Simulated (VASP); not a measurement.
# PbO2 (P4_2/mnm) in VASP: further runs

Runs on PbO2. Level: PBE. Tasks: single point.

Everything below comes from runs of VASP 6.6.1. Logs are shortened: lines on timing, memory, paths and dates and some standing lists are left out, and cuts for length are marked.

## (1) The cell of the first run

It takes space group P4_2/mnm (No. 136, tetragonal). The conventional cell has a = 5.068 Å, b = 5.068 Å, c = 3.450 Å, α = 90.00°, β = 90.00°, γ = 90.00°. Within 2.9 Å of Pb (site symmetry mmm) lie 6 O at 2.21 Å. Within 2.9 Å of O (site symmetry m2m) lie 3 Pb at 2.21 Å and 1 O at 2.75 Å.

## (2) Single point, PBE

File INCAR:

```
SYSTEM = PbO2
PREC     = Accurate       ! precision mode
ENCUT    = 520            ! plane-wave cutoff, eV
EDIFF    = 1E-6           ! SCF threshold, eV
ISMEAR   = 0              ! smearing method
SIGMA    = 0.1            ! smearing width, eV
LREAL    = .False.        ! projectors in reciprocal space
LASPH    = .True.         ! aspherical terms in the spheres
NELM     = 100            ! most SCF steps
ALGO     = Normal         ! electronic algorithm
ISIF     = 2              ! what is computed and relaxed
LWAVE    = .False.        ! write WAVECAR
LCHARG   = .False.        ! write CHGCAR
GGA      = PE             ! functional
NBANDS   = 35             ! bands
```

File KPOINTS:

```
Automatic mesh
0
Gamma
  4 4 6
  0 0 0
```

File POSCAR:

```
PbO2
1.0
    5.0683961788      0.0000000000      0.0000000000
    0.0000000000      5.0683961788      0.0000000000
    0.0000000000      0.0000000000      3.4496309358
Pb O
2 4
Direct
    0.0000000000      0.0000000000      0.0000000000
    0.5000000000      0.5000000000      0.5000000000
    0.3080562802      0.3080562802      0.0000000000
    0.1919437198      0.8080562802      0.5000000000
    0.6919437198      0.6919437198      0.0000000000
    0.8080562802      0.1919437198      0.5000000000
```

Potentials or basis: VASP PAW PBE potentials, release 64 (Pb_d, O).

Started as:

```
> cat potpaw_PBE.64/Pb_d/POTCAR potpaw_PBE.64/O/POTCAR > POTCAR
> mpirun -np 1 vasp_std > vasp.out
```

OUTCAR:

```text
SYSTEM = PbO2
   PREC = Accurate
   ENCUT = 520
   EDIFF = 1E-6
   ISMEAR = 0
   LREAL = .False.
   LASPH = .True.
   NELM = 100
   ISIF = 2
   GGA = PE

 ion  position               nearest neighbor table
   1  0.000  0.000  0.000-   4 2.21   6 2.21   4 2.21   6 2.21   5 2.21   3 2.21   2 3.98   2 3.98
                             2 3.98   2 3.98   2 3.98   2 3.98   2 3.98   2 3.98
   2  0.500  0.500  0.500-   3 2.21   5 2.21   3 2.21   5 2.21   4 2.21   6 2.21   1 3.98   1 3.98
                             1 3.98   1 3.98   1 3.98   1 3.98   1 3.98   1 3.98
   3  0.308  0.308  0.000-   2 2.21   2 2.21   1 2.21
   4  0.192  0.808  0.500-   1 2.21   1 2.21   2 2.21
   5  0.692  0.692  0.000-   2 2.21   2 2.21   1 2.21
   6  0.808  0.192  0.500-   1 2.21   1 2.21   2 2.21

  LATTYP: Found a simple tetragonal cell.
 ALAT       =     5.0683961788
 C/A-ratio  =     0.6806158820

  Lattice vectors:

 A1 = (   5.0683961788,   0.0000000000,   0.0000000000)
 A2 = (   0.0000000000,   5.0683961788,   0.0000000000)
 A3 = (   0.0000000000,   0.0000000000,   3.4496309358)

Analysis of symmetry for initial positions (statically):
=====================================================================
 Subroutine PRICEL returns:
 Original cell was already a primitive cell.

 Routine SETGRP: Setting up the symmetry group for a
 simple tetragonal supercell.

 Subroutine GETGRP returns: Found 16 space group operations
 (whereof  8 operations were pure point group operations)
 out of a pool of 16 trial point group operations.

The static configuration has the point symmetry D_2h.
 The point group associated with its full space group is D_4h.

Analysis of symmetry for dynamics (positions and initial velocities):
=====================================================================
 Subroutine PRICEL returns:
 Original cell was already a primitive cell.

 Routine SETGRP: Setting up the symmetry group for a
 simple tetragonal supercell.

 Subroutine GETGRP returns: Found 16 space group operations
 (whereof  8 operations were pure point group operations)
 out of a pool of 16 trial point group operations.

The dynamic configuration has the point symmetry D_2h.
 The point group associated with its full space group is D_4h.

 Subroutine INISYM returns: Found 16 space group operations
 (whereof  8 operations are pure point group operations),
 and found     1 'primitive' translations

----------------------------------------------------------------------------------------

                                     Primitive cell

  volume of cell :      88.6163

  direct lattice vectors                    reciprocal lattice vectors
     5.068396179  0.000000000  0.000000000     0.197301072  0.000000000  0.000000000
     0.000000000  5.068396179  0.000000000     0.000000000  0.197301072  0.000000000
     0.000000000  0.000000000  3.449630936     0.000000000  0.000000000  0.289886083

  length of vectors
     5.068396179  5.068396179  3.449630936     0.197301072  0.197301072  0.289886083

  position of ions in fractional coordinates (direct lattice)
     0.000000000  0.000000000  0.000000000
     0.500000000  0.500000000  0.500000000
     0.308056280  0.308056280  0.000000000
     0.191943720  0.808056280  0.500000000
     0.691943720  0.691943720  0.000000000
     0.808056280  0.191943720  0.500000000

  ion indices of the primitive-cell ions
   primitive index   ion index
                 1           1
                 2           2
                 3           3
                 4           4
                 5           5
                 6           6

----------------------------------------------------------------------------------------

 KPOINTS: Automatic mesh

Automatic generation of k-mesh.
 Grid dimensions read from file:
 generate k-points for:    4    4    6

 Generating k-lattice:

  Cartesian coordinates                     Fractional coordinates (reciprocal lattice)
     0.049325268  0.000000000  0.000000000     0.250000000  0.000000000  0.000000000
     0.000000000  0.049325268  0.000000000     0.000000000  0.250000000  0.000000000
     0.000000000  0.000000000  0.048314347     0.000000000  0.000000000  0.166666667

  Length of vectors
     0.049325268  0.049325268  0.048314347

  Shift w.r.t. Gamma in fractional coordinates (k-lattice)
     0.000000000  0.000000000  0.000000000

 Subroutine IBZKPT returns following result:
 ===========================================

 Found     24 irreducible k-points:

 Following reciprocal coordinates:
            Coordinates               Weight
  0.000000  0.000000  0.000000      1.000000
  0.250000  0.000000  0.000000      4.000000
  0.500000  0.000000  0.000000      2.000000
  0.250000  0.250000  0.000000      4.000000
  0.500000  0.250000  0.000000      4.000000
  0.500000  0.500000  0.000000      1.000000
[... 16 lines left out ...]
  0.500000  0.250000  0.500000      4.000000
  0.500000  0.500000  0.500000      1.000000
   k-points           NKPTS =     24   k-points in BZ     NKDIM =     24   number of bands    NBANDS=     35
   number of dos      NEDOS =    301   number of ions     NIONS =      6
   total plane-waves  NPLWV =  44800
   dimension x,y,z NGX =    40 NGY =   40 NGZ =   28
   dimension x,y,z NGXF=    80 NGYF=   80 NGZF=   56
   ions per type =               2   4
   NGX,Y,Z   is equivalent  to a cutoff of  13.12, 13.12, 13.49 a.u.
   NGXF,Y,Z  is equivalent  to a cutoff of  26.24, 26.24, 26.99 a.u.
 SYSTEM =  PbO2
   PREC   = accura    normal or accurate (medium, high low for compatibility)
   ISTART =      0    job   : 0-new  1-cont  2-samecut
   ICHARG =      2    charge: 1-file 2-atom 10-const
   ISPIN  =      1    spin polarized calculation?
   LNONCOLLINEAR =      F non collinear calculations
   LSORBIT =      F    spin-orbit coupling
   LASPH  =      T    aspherical Exc in radial PAW
   ENCUT  =  520.0 eV  38.22 Ry    6.18 a.u.   9.42  9.42  6.41*2*pi/ulx,y,z
   NELM   =    100;   NELMIN=  2; NELMDL= -5     # of ELM steps
   EDIFF  = 0.1E-05   stopping-criterion for ELM
   LREAL  =      F    real-space projection
   EDIFFG = 0.1E-04   stopping-criterion for IOM
   NSW    =      0    number of steps for IOM
   IBRION =     -1    ionic relax: 0-MD 1-quasi-New 2-CG
   NFREE  =      0    steps in history (QN), initial steepest desc. (CG)
   ISIF   =      2    stress and relaxation
   ISYM   =      2    0-nonsym 1-usesym 2-fastsym
   POTIM  = 0.5000    time-step for ionic-motion
   TEBEG  =    0.0;   TEEND  =   0.0 temperature during run
   PSTRESS=    0.0 pullay stress
   NELECT =      52.0000    total number of electrons
   NUPDOWN=      -1.0000    fix difference up-down
   EMIN   =  10.00;   EMAX   =-10.00  energy-range for DOS
   EFERMI =   0.00;   METHOD = LEGACY
   ISMEAR =     0;   SIGMA  =   0.10  broadening in eV -4-tet -1-fermi 0-gaus
   EFERMI_NEDOS =   21; number of points for ismear=-14 and -15
   IALGO  =     38    algorithm
   IMIX   =      4    mixing-type and parameters
     AMIX     =   0.40;   BMIX     =  1.00
     AMIX_MAG =   1.60;   BMIX_MAG =  1.00
  volume/ion in A,a.u.               =      14.77        99.67
  Fermi-wavevector in a.u.,A,eV,Ry     =   1.370581  2.590022 25.558438  1.878492
  Thomas-Fermi vector in A             =   2.496354
   LORBIT       =      0    0 simple, 1 ext, 2 COOP (PROOUT), +10 PAW based schemes
   GGA     = PE    functional components
   LHFCALC =     F    Hartree Fock is set to
   AEXX    =    0.0000 exact exchange contribution
   IVDW    =     0    specifies the selected vdW correction
   LEPSILON=     F    determine dielectric tensor
   LRPA    =     F    only Hartree local field effects (RPA)
 non-spin polarized calculation
 Gauss-broadening in eV      SIGMA  =   0.10
  energy-cutoff  :      520.00
  volume of cell :       88.62
 maximum number of plane-waves:      2417
 NGX is ok and might be reduce to    40
   NGX = 19   NGY = 19   NGZ = 13

 number of electron      51.9999987 magnetization

 Free energy of the ion-electron system (eV)
  ---------------------------------------------------
  ext. energy  EPLUGINS =         0.00000000
  ---------------------------------------------------
  free energy    TOTEN  =       -31.87336572 eV

  energy without entropy =      -31.87223200  energy(sigma->0) =      -31.87279886

 E-fermi :   3.8033     XC(G=0): -10.3903

 val. band max:        3.6985418837   @ k =   0.0000   0.0000   0.1667
 cond. band min:       3.8589972528   @ k =   0.0000   0.0000   0.0000
 fundamental gap:      0.1604553691
 Fermi energy:         3.8033154239

 k-point     1 :       0.0000    0.0000    0.0000
  band No.  band energies     occupation
      1     -14.2305      2.00000
      2     -14.1892      2.00000
      3     -12.6218      2.00000
      4     -12.6218      2.00000
      5     -11.7413      2.00000
      6     -11.5908      2.00000
[... 27 lines left out ...]
     34      14.3361      0.00000
     35      15.3700      0.00000

 k-point     2 :       0.2500    0.0000    0.0000
  band No.  band energies     occupation
      1     -14.0942      2.00000
      2     -14.0936      2.00000
      3     -13.0331      2.00000
      4     -12.8971      2.00000
      5     -11.5521      2.00000
      6     -11.5518      2.00000
[... 27 lines left out ...]
     34      15.1997      0.00000
     35      15.4396      0.00000

 k-point     3 :       0.5000    0.0000    0.0000
  band No.  band energies     occupation
      1     -13.9151      2.00000
      2     -13.9151      2.00000
      3     -13.2938      2.00000
      4     -13.2938      2.00000
      5     -11.5454      2.00000
      6     -11.5454      2.00000
[... 27 lines left out ...]
     34      15.0744      0.00000
     35      15.7496      0.00000

 k-point     4 :       0.2500    0.2500    0.0000
  band No.  band energies     occupation
      1     -14.1903      2.00000
      2     -13.9137      2.00000
      3     -13.3054      2.00000
      4     -12.6540      2.00000
      5     -11.5999      2.00000
      6     -11.5600      2.00000
[... 27 lines left out ...]
     34      15.1334      0.00000
     35      15.4966      0.00000

 k-point     5 :       0.5000    0.2500    0.0000
  band No.  band energies     occupation
      1     -14.0725      2.00000
      2     -14.0725      2.00000
      3     -12.9852      2.00000
      4     -12.9852      2.00000
      5     -11.5539      2.00000
      6     -11.5539      2.00000
[... 638 lines left out ...]
 k-point    22 :       0.2500    0.2500    0.5000
  band No.  band energies     occupation
      1     -14.0799      2.00000
      2     -13.8187      2.00000
      3     -13.4767      2.00000
      4     -12.9223      2.00000
      5     -11.5675      2.00000
      6     -11.4258      2.00000
[... 27 lines left out ...]
     34      14.4715      0.00000
     35      15.6788      0.00000

 k-point    23 :       0.5000    0.2500    0.5000
  band No.  band energies     occupation
      1     -13.9898      2.00000
      2     -13.9898      2.00000
      3     -13.1820      2.00000
      4     -13.1820      2.00000
      5     -11.4211      2.00000
      6     -11.4211      2.00000
[... 27 lines left out ...]
     34      13.9458      0.00000
     35      16.1469      0.00000

 k-point    24 :       0.5000    0.5000    0.5000
  band No.  band energies     occupation
      1     -13.8333      2.00000
      2     -13.8333      2.00000
      3     -13.4643      2.00000
      4     -13.4643      2.00000
      5     -11.4001      2.00000
      6     -11.4001      2.00000
[... 27 lines left out ...]
     34      13.3214      0.00000
     35      16.7746      0.00000

------------------------ aborting loop because EDIFF is reached ----------------------------------------

  FORCE on cell =-STRESS in cart. coord.  units (eV):
  Direction    XX          YY          ZZ          XY          YZ          ZX
  --------------------------------------------------------------------------------------
  -------------------------------------------------------------------------------------
  Total        0.2382220      0.2382220      0.1507298      0.0000000      0.0000000      0.0000000
  in kB        4.3070380      4.3070380      2.7251843      0.0000000      0.0000000      0.0000000
  external PRESSURE =       3.7797534 kB  Pullay stress =       0.0000000 kB

 VOLUME and BASIS-vectors are now :
 -----------------------------------------------------------------------------
  energy-cutoff  :      520.00
  volume of cell :       88.62
      direct lattice vectors                 reciprocal lattice vectors
     5.068396179  0.000000000  0.000000000     0.197301072  0.000000000  0.000000000
     0.000000000  5.068396179  0.000000000     0.000000000  0.197301072  0.000000000
     0.000000000  0.000000000  3.449630936     0.000000000  0.000000000  0.289886083

 POSITION                                       TOTAL-FORCE (eV/Angst)
 -----------------------------------------------------------------------------------
      0.00000      0.00000      0.00000         0.000000      0.000000      0.000000
      2.53420      2.53420      1.72482         0.000000      0.000000      0.000000
      1.56135      1.56135      0.00000        -0.012351     -0.012351     -0.000000
      0.97285      4.09555      1.72482         0.012351     -0.012351      0.000000
      3.50704      3.50704      0.00000         0.012351      0.012351      0.000000
      4.09555      0.97285      1.72482        -0.012351      0.012351      0.000000
 -----------------------------------------------------------------------------------
    total drift:                                0.000000     -0.000000     -0.000000

  FREE ENERGIE OF THE ION-ELECTRON SYSTEM (eV)
  ---------------------------------------------------
  free  energy   TOTEN  =       -31.8733657214 eV

  energy  without entropy=      -31.8722319980  energy(sigma->0) =      -31.87279886
```

It took 66 s on 1 thread of Intel Xeon Platinum 8488C (Sapphire Rapids), shared host; peak memory 0.22 GiB.

Results:

```yaml
Free_energy: -31.8734 eV
Pressure: 0.4 GPa
Largest_force: 0.017 eV/Å
Band_gap_on_the_k_mesh: 0.16 eV (least direct gap 0.52 eV)
```

Forces in eV/Å, atoms in the order of the input:
```
Pb   0.000  0.000  0.000
Pb   0.000  0.000  0.000
O   -0.012 -0.012  0.000
O    0.012 -0.012  0.000
O    0.012  0.012  0.000
O   -0.012  0.012  0.000
```

Stress tensor (GPa, compression positive):
```
0.43 0.00 0.00
0.00 0.43 0.00
0.00 0.00 0.27
```

Caveat: spin-orbit coupling is left out, which moves the levels of the heavy elements. A k mesh can miss the band edges.

(Part 1 of 2 ends here.)
